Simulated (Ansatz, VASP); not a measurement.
# Two plane-wave programs on Al

Contents of INCAR:

```
  PREC = Accurate
  ENCUT = 600
  EDIFF = 1E-6
  ISMEAR = 0
  SIGMA = 0.3
  LREAL = False
  LASPH = True
  NELM = 60
  ALGO = Normal
  ISIF = 3
  LWAVE = False
  LCHARG = False
  GGA = PE
  IBRION = 2
  NSW = 80
  EDIFFG = -0.003
```

Contents of KPOINTS:

```
regular mesh
0
Gamma
  32 32 32
```

The input POSCAR:

```
Al
1.0
    0.0000000000      2.0200000000      2.0200000000
    2.0200000000      0.0000000000      2.0200000000
    2.0200000000      2.0200000000      0.0000000000
Al
1
Direct
    0.0000000000      0.0000000000      0.0000000000
```

Input for Ansatz:

```yaml
crystal:
  lattice:
    - [0.0, 2.02, 2.02]
    - [2.02, 0.0, 2.02]
    - [2.02, 2.02, 0.0]
  atoms:
    - { symbol: Al, position: [0.0, 0.0, 0.0] }
scf:
  occupations: { method: gaussian, width: 0.3 }
output:
  forces: true
  stress: true
  eigenvalues: true
  write_density: true
  write_potential: true
  elf: true
  volumetric_format: npy
hamiltonian:
  xc: pbe
relax:
  f_tol: 0.003
  max_steps: 60
  cell: { stress_tol: 0.02 }
kpoints:
  mp_grid: { grid: [32, 32, 32] }
```

Alike in both runs: task relaxation of cell and atoms; functional PBE; k mesh 32 × 32 × 32; occupations gaussian, width 0.3 eV; no spin polarisation.

|  | VASP | Ansatz |
| --- | --- | --- |
| version | VASP 6.6.1 | Ansatz 0.2.0 |
| potentials or method | VASP PAW PBE potentials, release 64 (Al) | scalar-relativistic, plane waves, PAW |
| plane-wave cutoff (eV) | 600 | 420 |
| valence electrons in the cell | 3 | 3 |

```tsv
	VASP	Ansatz	Ansatz less VASP
gap on the k mesh at the Fermi level, each at its own relaxed structure (eV)	none	none	-
relaxed volume (Å³/atom)	16.50	16.51	+0.009
relaxed cell length with the largest relative difference (Å)	2.857	2.858	+0.0005
```

A gap of «none» marks a metal or a gap that the smearing closes.
